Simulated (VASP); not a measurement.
# Tl (P6_3/mmc) in VASP: a series of runs, part 4 of 4

VASP 6.6.1. Earlier steps stand in the parts before.

**5. Single point, PBEsol**

This run uses another cell than the first one, of 28.57 Å³/atom.

Input file INCAR:

```
SYSTEM = Tl
ALGO = Normal
EDIFF = 1E-6
ENCUT = 520
GGA = PS
ISIF = 2
ISMEAR = -1
LASPH = .True.
LCHARG = .False.
LREAL = .False.
LWAVE = .False.
NBANDS = 20
NELM = 100
PREC = Accurate
SIGMA = 0.05
```

Input file KPOINTS:

```
k-points
0
Gamma
  9 9 5
  0 0 0
```

Input file POSCAR:

```
Tl
1.0
    3.4560000000      0.0000000000      0.0000000000
   -1.7280000000      2.9929837955      0.0000000000
    0.0000000000      0.0000000000      5.5250000000
Tl
2
Direct
    0.6666666667      0.3333333333      0.7500000000
    0.3333333333      0.6666666667      0.2500000000
```

Potentials or basis: VASP PAW PBE potentials, release 64 (Tl_d).

On the command line:

```
cat potpaw_PBE.64/Tl_d/POTCAR > POTCAR
mpirun -np 1 vasp_std > vasp.out
```

OUTCAR:

```text
SYSTEM = Tl
   EDIFF = 1E-6
   ENCUT = 520
   GGA = PS
   ISIF = 2
   ISMEAR = -1
   LASPH = .True.
   LREAL = .False.
   NELM = 100
   PREC = Accurate

 ion  position               nearest neighbor table
   1  0.667  0.333  0.750-   2 3.41   2 3.41   2 3.41   2 3.41   2 3.41   2 3.41
   2  0.333  0.667  0.250-   1 3.41   1 3.41   1 3.41   1 3.41   1 3.41   1 3.41

  LATTYP: Found a hexagonal cell.
 ALAT       =     3.4560000000
 C/A-ratio  =     1.5986689815

  Lattice vectors:

 A1 = (   3.4560000000,   0.0000000000,   0.0000000000)
 A2 = (  -1.7280000000,   2.9929837955,   0.0000000000)
 A3 = (   0.0000000000,   0.0000000000,   5.5250000000)

Analysis of symmetry for initial positions (statically):
=====================================================================
 Subroutine PRICEL returns:
 Original cell was already a primitive cell.

 Routine SETGRP: Setting up the symmetry group for a
 hexagonal supercell.

 Subroutine GETGRP returns: Found 24 space group operations
 (whereof 12 operations were pure point group operations)
 out of a pool of 24 trial point group operations.

The static configuration has the point symmetry D_3d.
 The point group associated with its full space group is D_6h.

Analysis of symmetry for dynamics (positions and initial velocities):
=====================================================================
 Subroutine PRICEL returns:
 Original cell was already a primitive cell.

 Routine SETGRP: Setting up the symmetry group for a
 hexagonal supercell.

 Subroutine GETGRP returns: Found 24 space group operations
 (whereof 12 operations were pure point group operations)
 out of a pool of 24 trial point group operations.

The dynamic configuration has the point symmetry D_3d.
 The point group associated with its full space group is D_6h.

 Subroutine INISYM returns: Found 24 space group operations
 (whereof 12 operations are pure point group operations),
[... 104 lines left out ...]
   POTIM  = 0.5000    time-step for ionic-motion
   TEBEG  =    0.0;   TEEND  =   0.0 temperature during run
   PSTRESS=    0.0 pullay stress
   NELECT =      26.0000    total number of electrons
   NUPDOWN=      -1.0000    fix difference up-down
   EMIN   =  10.00;   EMAX   =-10.00  energy-range for DOS
   EFERMI =   0.00;   METHOD = LEGACY
   ISMEAR =    -1;   SIGMA  =   0.05  broadening in eV -4-tet -1-fermi 0-gaus
   EFERMI_NEDOS =   21; number of points for ismear=-14 and -15
   IALGO  =     38    algorithm
   IMIX   =      4    mixing-type and parameters
     AMIX     =   0.40;   BMIX     =  1.00
     AMIX_MAG =   1.60;   BMIX_MAG =  1.00
  volume/ion in A,a.u.               =      28.57       192.83
  Fermi-wavevector in a.u.,A,eV,Ry     =   1.259107  2.379366 21.569987  1.585349
  Thomas-Fermi vector in A             =   2.392683
   LORBIT       =      0    0 simple, 1 ext, 2 COOP (PROOUT), +10 PAW based schemes
   GGA     = PS    functional components
   LHFCALC =     F    Hartree Fock is set to
   AEXX    =    0.0000 exact exchange contribution
   IVDW    =     0    specifies the selected vdW correction
   LEPSILON=     F    determine dielectric tensor
   LRPA    =     F    only Hartree local field effects (RPA)
 non-spin polarized calculation
  energy-cutoff  :      520.00
  volume of cell :       57.15
 maximum number of plane-waves:      1558
 NGX is ok and might be reduce to    28
   NGX = 13   NGY = 13   NGZ = 21

 number of electron      26.0000004 magnetization

 Free energy of the ion-electron system (eV)
  ---------------------------------------------------
  ext. energy  EPLUGINS =         0.00000000
  ---------------------------------------------------
  free energy    TOTEN  =        -5.24398635 eV

  energy without entropy =       -5.22949288  energy(sigma->0) =       -5.23673962

 E-fermi :   6.3537     XC(G=0): -10.3695

 val. band max:        6.3418094693   @ k =   0.2222   0.2222   0.4000
 cond. band min:       6.3885614703   @ k =   0.2222   0.1111   0.2000
 fundamental gap:      0.0467520011
 Fermi energy:         6.3536558247

 k-point     1 :       0.0000    0.0000    0.0000
  band No.  band energies     occupation
      1      -5.3533      2.00000
      2      -5.1169      2.00000
      3      -5.0991      2.00000
      4      -5.0991      2.00000
      5      -5.0449      2.00000
      6      -5.0449      2.00000
[... 541 lines left out ...]
     19      13.9370      0.00000
     20      21.3777      0.00000

 [... further k-points ...]
[... 5 lines left out ...]
  --------------------------------------------------------------------------------------
  -------------------------------------------------------------------------------------
  Total       -0.0980605     -0.0980605      0.3574596      0.0000000     -0.0000000      0.0000000
  in kB       -2.7491237     -2.7491237     10.0213723      0.0000000     -0.0000000      0.0000000
  external PRESSURE =       1.5077083 kB  Pullay stress =       0.0000000 kB

 VOLUME and BASIS-vectors are now :
 -----------------------------------------------------------------------------
  energy-cutoff  :      520.00
  volume of cell :       57.15
      direct lattice vectors                 reciprocal lattice vectors
     3.456000000  0.000000000  0.000000000     0.289351852  0.167057370  0.000000000
    -1.728000000  2.992983795  0.000000000     0.000000000  0.334114739  0.000000000
     0.000000000  0.000000000  5.525000000     0.000000000  0.000000000  0.180995475

 POSITION                                       TOTAL-FORCE (eV/Angst)
 -----------------------------------------------------------------------------------
      1.72800      0.99766      4.14375        -0.000000      0.000000      0.000000
     -0.00000      1.99532      1.38125         0.000000     -0.000000      0.000000
 -----------------------------------------------------------------------------------
    total drift:                               -0.000000      0.000000     -0.000000

  FREE ENERGIE OF THE ION-ELECTRON SYSTEM (eV)
  ---------------------------------------------------
  free  energy   TOTEN  =        -5.2439863540 eV

  energy  without entropy=       -5.2294928821  energy(sigma->0) =       -5.23673962
```

OSZICAR:

```text
N       E                     dE             d eps       ncg     rms          rms(c)
DAV:   1     0.131105299021E+03    0.13111E+03   -0.14085E+04  1448   0.123E+03
DAV:   2    -0.264976781201E+01   -0.13376E+03   -0.13111E+03  1584   0.277E+02
DAV:   3    -0.530265855877E+01   -0.26529E+01   -0.26348E+01  1672   0.341E+01
DAV:   4    -0.531848815618E+01   -0.15830E-01   -0.15829E-01  1524   0.285E+00
DAV:   5    -0.531870225151E+01   -0.21410E-03   -0.21409E-03  1616   0.329E-01    0.303E+00
DAV:   6    -0.525569723271E+01    0.63005E-01   -0.10809E-01  1512   0.256E+00    0.213E+00
DAV:   7    -0.524482510097E+01    0.10872E-01   -0.39996E-02  1560   0.154E+00    0.838E-01
DAV:   8    -0.524398240594E+01    0.84270E-03   -0.25014E-03  1524   0.383E-01    0.476E-02
DAV:   9    -0.524398427291E+01   -0.18670E-05   -0.15705E-05  1624   0.341E-02    0.138E-02
DAV:  10    -0.524398627813E+01   -0.20052E-05   -0.22801E-06  1268   0.133E-02    0.128E-03
DAV:  11    -0.524398635401E+01   -0.75877E-07   -0.31117E-07   788   0.439E-03
   1 F= -.52439864E+01 E0= -.52367396E+01  d E =-.144935E-01
```

Run time: 23 s. Hardware: 1 thread of Intel Xeon Platinum 8259CL at 2.50GHz (Skylake/Cascade Lake), shared host; peak memory 0.18 GiB.

Results:

| Quantity | Value |
| --- | --- |
| Free energy | -5.2440 eV |
| Pressure | 0.2 GPa |
| Band gap on the k mesh | zero (bands 13 and 14 overlap by 3.68 eV) |

Stress tensor (GPa, compression positive):
```
-0.27  0.00  0.00
 0.00 -0.27  0.00
 0.00  0.00  1.00
```

Caveat: the PAW data sets were made with another functional, which shifts forces and pressure a little; spin-orbit coupling is left out, which moves the levels of the heavy elements.

**6. Single point, PBEsol (29.15 Å³/atom)**

This run uses another cell than the first one, of 29.15 Å³/atom.

Input file INCAR:

```
SYSTEM = Tl
PREC = Accurate
ENCUT = 520
EDIFF = 1E-6
ISMEAR = -1
SIGMA = 0.05
LREAL = .FALSE.
LASPH = .TRUE.
NELM = 60
ALGO = Fast
ISIF = 2
LWAVE = .FALSE.
LCHARG = .FALSE.
GGA = PS
NBANDS = 20
```

Input file KPOINTS:

```
Automatic mesh
0
G
  9 9 5
  0 0 0
```

Input file POSCAR:

```
Tl
1.0
    3.4788880842      0.0000000000      0.0000000000
   -1.7394440421      3.0128054579      0.0000000000
    0.0000000000      0.0000000000      5.5615904703
Tl
2
Direct
    0.6666666667      0.3333333333      0.7500000000
    0.3333333333      0.6666666667      0.2500000000
```

Potentials or basis: VASP PAW PBE potentials, release 64 (Tl_d).

On the command line:

```
cat potpaw_PBE.64/Tl_d/POTCAR > POTCAR
mpirun -np 1 vasp_std > vasp.out
```

It took 26 s on 1 thread of Intel Xeon Platinum 8259CL at 2.50GHz (Skylake/Cascade Lake), shared host; peak memory 0.19 GiB.

It converged, with:

```
Free energy            : -5.2432 eV
Pressure               : -0.5 GPa
Band gap on the k mesh : zero (bands 13 and 14 overlap by 3.59 eV)
```

Stress tensor (GPa, compression positive):
```
-0.91  0.00  0.00
 0.00 -0.91  0.00
 0.00  0.00  0.22
```

Levels at points of the mesh, in eV from the Fermi level:
| k point | band 11 | band 12 | band 13 | band 14 | band 15 | band 16 |
| --- | --- | --- | --- | --- | --- | --- |
| (0.00, 0.00, 0.00) | -9.89 | -5.08 | -2.75 | 7.88 | 7.88 | 9.93 |

Caveat: the PAW data sets were made with another functional, which shifts forces and pressure a little; spin-orbit coupling is left out, which moves the levels of the heavy elements.

**7. The runs side by side**

| cell | gap on the mesh (eV) | pressure (GPa) |
| --- | --- | --- |
| a = 3.385, b = 3.385, c = 5.412 Å, angles 90.0, 90.0, 120.0°, 2 atoms | none | 2.8 |
| a = 3.409, b = 3.409, c = 5.450 Å, angles 90.0, 90.0, 120.0°, 2 atoms | none | 1.8 |
| a = 3.433, b = 3.433, c = 5.488 Å, angles 90.0, 90.0, 120.0°, 2 atoms | none | 0.9 |
| a = 3.456, b = 3.456, c = 5.525 Å, angles 90.0, 90.0, 120.0°, 2 atoms | none | 0.2 |
| a = 3.479, b = 3.479, c = 5.562 Å, angles 90.0, 90.0, 120.0°, 2 atoms | none | -0.5 |

Alike in all rows: task single point; level PBEsol; potentials or basis VASP PAW PBE potentials, release 64 (Tl_d); no spin polarisation; k mesh 9 × 9 × 5; cutoff (eV) 520; smearing fermi-dirac 0.05 eV.

Caveats: the PAW data sets were made with another functional, which shifts forces and pressure a little; spin-orbit coupling is left out, which moves the levels of the heavy elements.

Total energies depend on the potentials used, so only differences within one code and one set of settings carry meaning.

The gap in the log of VASP goes by the Fermi energy; the results here count the filled bands.